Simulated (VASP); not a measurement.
# Sb (R-3m) in VASP: single point with LDA

Aim: the single point of Sb with LDA.

Program: VASP 6.6.1. These are calculated values, not measurements. Logs are shortened: lines on timing, memory, paths and dates and some standing lists are left out, and cuts for length are marked.

**1. The cell of the first run**

It takes space group R-3m (No. 166, trigonal). Conventional cell: a = 4.422 Å, b = 4.422 Å, c = 10.625 Å, α = 90.00°, β = 90.00°, γ = 120.00°. Sb (site symmetry 3m) has 6 Sb at 2.92 to 3.32 Å within 3.9 Å.

**2. Single point, LDA**

INCAR

```
ALGO     = Normal         # electronic algorithm
EDIFF    = 1E-6           # SCF threshold, eV
ENCUT    = 500            # plane-wave cutoff, eV
GGA_COMPAT= False        
ISIF     = 2              # what is computed and relaxed
ISMEAR   = 0              # smearing method
LASPH    = True           # aspherical terms in the spheres
LCHARG   = False          # write CHGCAR
LREAL    = False          # projectors in reciprocal space
LWAVE    = False          # write WAVECAR
NBANDS   = 22             # bands
NELM     = 120            # most SCF steps
PREC     = Accurate       # precision mode
SIGMA    = 0.15           # smearing width, eV
```

KPOINTS

```
k-points
0
Gamma
  15 15 15
```

POSCAR

```
Sb
1.0
    2.2112122554      1.2766439909      3.5415582692
   -2.2112122554      1.2766439909      3.5415582692
    0.0000000000     -2.5532879817      3.5415582692
Sb
2
Direct
    0.2336400000      0.2336400000      0.2336400000
    0.7663600000      0.7663600000      0.7663600000
```

Potentials or basis: VASP PAW LDA potentials, release 64 (Sb_d_GW).

Launch:

```bash
> cat potpaw_LDA.64/Sb_d_GW/POTCAR > POTCAR
> mpirun -np 1 vasp_std > vasp.out
```

OUTCAR:

```text
EDIFF = 1E-6
   ENCUT = 500
   ISIF = 2
   ISMEAR = 0
   LASPH = True
   LREAL = False
   NELM = 120
   PREC = Accurate

 ion  position               nearest neighbor table
   1  0.234  0.234  0.234-   2 2.92   2 2.92   2 2.92   2 3.32   2 3.32   2 3.32
   2  0.766  0.766  0.766-   1 2.92   1 2.92   1 2.92   1 3.32   1 3.32   1 3.32

  LATTYP: Found a trigonal (rhomboedric) cell.
 ALAT       =     4.3659952465
 COS(alpha) =     0.4869917562

  Lattice vectors:

 A1 = (   2.2112122554,   1.2766439909,   3.5415582692)
 A2 = (  -2.2112122554,   1.2766439909,   3.5415582692)
 A3 = (   0.0000000000,  -2.5532879817,   3.5415582692)

Analysis of symmetry for initial positions (statically):
=====================================================================
 Subroutine PRICEL returns:
 Original cell was already a primitive cell.

 Routine SETGRP: Setting up the symmetry group for a
 trigonal (rhombohedral) supercell.

 Subroutine GETGRP returns: Found 12 space group operations
 (whereof 12 operations were pure point group operations)
 out of a pool of 12 trial point group operations.

The static configuration has the point symmetry D_3d.

Analysis of symmetry for dynamics (positions and initial velocities):
=====================================================================
 Subroutine PRICEL returns:
 Original cell was already a primitive cell.

 Routine SETGRP: Setting up the symmetry group for a
 trigonal (rhombohedral) supercell.

 Subroutine GETGRP returns: Found 12 space group operations
 (whereof 12 operations were pure point group operations)
 out of a pool of 12 trial point group operations.

The dynamic configuration has the point symmetry D_3d.

 Subroutine INISYM returns: Found 12 space group operations
 (whereof 12 operations are pure point group operations),
 and found     1 'primitive' translations

----------------------------------------------------------------------------------------

                                     Primitive cell

  volume of cell :      59.9854

  direct lattice vectors                    reciprocal lattice vectors
     2.211212255  1.276643991  3.541558269     0.226120310  0.130550622  0.094120528
    -2.211212255  1.276643991  3.541558269    -0.226120310  0.130550622  0.094120528
     0.000000000 -2.553287982  3.541558269     0.000000000 -0.261101243  0.094120528

  length of vectors
     4.365995246  4.365995246  4.365995246     0.277547353  0.277547353  0.277547353

[... 76 lines left out ...]
   LSORBIT =      F    spin-orbit coupling
   LASPH  =      T    aspherical Exc in radial PAW
   ENCUT  =  500.0 eV  36.75 Ry    6.06 a.u.   7.96  7.96  7.96*2*pi/ulx,y,z
   NELM   =    120;   NELMIN=  2; NELMDL= -5     # of ELM steps
   EDIFF  = 0.1E-05   stopping-criterion for ELM
   LREAL  =      F    real-space projection
   EDIFFG = 0.1E-04   stopping-criterion for IOM
   NSW    =      0    number of steps for IOM
   IBRION =     -1    ionic relax: 0-MD 1-quasi-New 2-CG
   NFREE  =      0    steps in history (QN), initial steepest desc. (CG)
   ISIF   =      2    stress and relaxation
   ISYM   =      2    0-nonsym 1-usesym 2-fastsym
   POTIM  = 0.5000    time-step for ionic-motion
   TEBEG  =    0.0;   TEEND  =   0.0 temperature during run
   PSTRESS=    0.0 pullay stress
   NELECT =      30.0000    total number of electrons
   NUPDOWN=      -1.0000    fix difference up-down
   EMIN   =  10.00;   EMAX   =-10.00  energy-range for DOS
   EFERMI =   0.00;   METHOD = LEGACY
   ISMEAR =     0;   SIGMA  =   0.15  broadening in eV -4-tet -1-fermi 0-gaus
   EFERMI_NEDOS =   21; number of points for ismear=-14 and -15
   IALGO  =     38    algorithm
   IMIX   =      4    mixing-type and parameters
     AMIX     =   0.40;   BMIX     =  1.00
     AMIX_MAG =   1.60;   BMIX_MAG =  1.00
  volume/ion in A,a.u.               =      29.99       202.40
  Fermi-wavevector in a.u.,A,eV,Ry     =   1.299471  2.455644 22.975140  1.688625
  Thomas-Fermi vector in A             =   2.430733
   LORBIT       =      0    0 simple, 1 ext, 2 COOP (PROOUT), +10 PAW based schemes
   GGA     = CA    functional components
   LHFCALC =     F    Hartree Fock is set to
   AEXX    =    0.0000 exact exchange contribution
   IVDW    =     0    specifies the selected vdW correction
   LEPSILON=     F    determine dielectric tensor
   LRPA    =     F    only Hartree local field effects (RPA)
 non-spin polarized calculation
 Gauss-broadening in eV      SIGMA  =   0.15
  energy-cutoff  :      500.00
  volume of cell :       59.99
 maximum number of plane-waves:      1542
   NGX = 15   NGY = 15   NGZ = 15

 number of electron      30.0000022 magnetization

 Free energy of the ion-electron system (eV)
  ---------------------------------------------------
  ext. energy  EPLUGINS =         0.00000000
  ---------------------------------------------------
  free energy    TOTEN  =        -9.60767274 eV

  energy without entropy =       -9.60420593  energy(sigma->0) =       -9.60593933

 E-fermi :   4.9457     XC(G=0): -10.1928

 val. band max:        4.9219858618   @ k =   0.2667   0.1333   0.0667
 cond. band min:       4.9583122284   @ k =   0.2667   0.2000   0.1333
 fundamental gap:      0.0363263667
 Fermi energy:         4.9456587223

 k-point     1 :       0.0000    0.0000    0.0000
  band No.  band energies     occupation
      1     -24.1489      2.00000
      2     -24.1489      2.00000
      3     -24.0623      2.00000
      4     -24.0623      2.00000
      5     -24.0270      2.00000
      6     -23.9475      2.00000
[... 589 lines left out ...]
     21      11.5484      0.00000
     22      12.9415      0.00000

 [... further k-points ...]

------------------------ aborting loop because EDIFF is reached ----------------------------------------

  FORCE on cell =-STRESS in cart. coord.  units (eV):
  Direction    XX          YY          ZZ          XY          YZ          ZX
  --------------------------------------------------------------------------------------
  -------------------------------------------------------------------------------------
  Total       -0.9468196     -0.9468196      0.1976357      0.0000000      0.0000000      0.0000000
  in kB      -25.2890156    -25.2890156      5.2787381      0.0000000      0.0000000      0.0000000
  external PRESSURE =     -15.0997644 kB  Pullay stress =       0.0000000 kB

 VOLUME and BASIS-vectors are now :
 -----------------------------------------------------------------------------
  energy-cutoff  :      500.00
  volume of cell :       59.99
      direct lattice vectors                 reciprocal lattice vectors
     2.211212255  1.276643991  3.541558269     0.226120310  0.130550622  0.094120528
    -2.211212255  1.276643991  3.541558269    -0.226120310  0.130550622  0.094120528
     0.000000000 -2.553287982  3.541558269     0.000000000 -0.261101243  0.094120528

 POSITION                                       TOTAL-FORCE (eV/Angst)
 -----------------------------------------------------------------------------------
      0.00000      0.00000      2.48235         0.000000      0.000000      0.208905
      0.00000      0.00000      8.14233         0.000000     -0.000000     -0.208905
 -----------------------------------------------------------------------------------
    total drift:                                0.000000      0.000000     -0.000000

  FREE ENERGIE OF THE ION-ELECTRON SYSTEM (eV)
  ---------------------------------------------------
  free  energy   TOTEN  =        -9.6076727352 eV

  energy  without entropy=       -9.6042059343  energy(sigma->0) =       -9.60593933
```

OSZICAR:

```text
N       E                     dE             d eps       ncg     rms          rms(c)
DAV:   1     0.225898700371E+03    0.22590E+03   -0.92246E+03 21474   0.134E+04
DAV:   2     0.221267489940E+02   -0.20377E+03   -0.19575E+03 29536   0.150E+03
DAV:   3    -0.817044605509E+01   -0.30297E+02   -0.30107E+02 29842   0.241E+02
DAV:   4    -0.957565316797E+01   -0.14052E+01   -0.14047E+01 26540   0.368E+01
DAV:   5    -0.962817991646E+01   -0.52527E-01   -0.52520E-01 22510   0.754E+00    0.381E+00
DAV:   6    -0.961587421972E+01    0.12306E-01   -0.54485E-02 30184   0.659E+00    0.238E+00
DAV:   7    -0.960774201390E+01    0.81322E-02   -0.10150E-02 29056   0.512E+00    0.724E-02
DAV:   8    -0.960766325147E+01    0.78762E-04   -0.97861E-04 27184   0.161E+00    0.563E-02
DAV:   9    -0.960767148089E+01   -0.82294E-05   -0.40235E-05 27812   0.256E-01    0.146E-02
DAV:  10    -0.960767260683E+01   -0.11259E-05   -0.28380E-06 14790   0.728E-02    0.145E-03
DAV:  11    -0.960767273520E+01   -0.12838E-06   -0.75039E-07 12014   0.332E-02
   1 F= -.96076727E+01 E0= -.96059393E+01  d E =-.346680E-02
```

It took 2.4 min on 1 thread of Intel Xeon 6975P-C (Granite Rapids), shared host; peak memory 0.49 GiB.

What came out:

```
Free energy            : -9.6077 eV
Pressure               : -1.5 GPa
Largest force          : 0.209 eV/Å
Band gap on the k mesh : zero (bands 15 and 16 overlap by 0.22 eV)
```

Forces on the atoms (eV/Å):
```
Sb   0.000  0.000  0.209
Sb   0.000  0.000 -0.209
```

Caveat: spin-orbit coupling is left out, which moves the levels of the heavy elements.
